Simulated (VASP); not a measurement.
Here is a VASP 6.6.1 calculation.

File INCAR:

```
ALGO = Normal
EDIFF = 1E-6
ENCUT = 520
GGA = PE
ISIF = 2
ISMEAR = 0
LASPH = True
LCHARG = False
LREAL = False
LWAVE = False
NBANDS = 11
NELM = 100
PREC = Accurate
SIGMA = 0.05
```

KPOINTS

```
k-points
0
Gamma
  12 12 12
```

The input POSCAR:

```
BN
1.0
    0.0000000000      1.8130010000      1.8130010000
    1.8130010000      0.0000000000      1.8130010000
    1.8130010000      1.8130010000      0.0000000000
B N
1 1
Direct
    0.0000000000      0.0000000000      0.0000000000
    0.7500000000      0.7500000000      0.7743762545
```

Potentials or basis: VASP PAW PBE potentials, release 64 (B, N).

Command:

```sh
$ cat potpaw_PBE.64/B/POTCAR potpaw_PBE.64/N/POTCAR > POTCAR
$ mpirun -np 1 vasp_std > vasp.out
```

**Question.** What does it give for the largest force?

**Answer.** 1.491 eV/Å.

**Question.** Predict the band gap on the k mesh.

**Answer.** 3.88 eV, indirect (least direct gap 7.86 eV).

**Question.** What does it give for the pressure?

**Answer.** 0.9 GPa.

Stress tensor (GPa, compression positive):
```
0.86 1.22 0.89
1.22 0.86 0.89
0.89 0.89 1.12
```

Caveat: the cell differs from its parent crystal (all N atoms moved +0.062 Å, as atom 2 along Cartesian [1 1 0]); forces of over 1 eV/Å act on the atoms, so gaps and moduli don't describe the material at rest. A k mesh can miss the band edges.
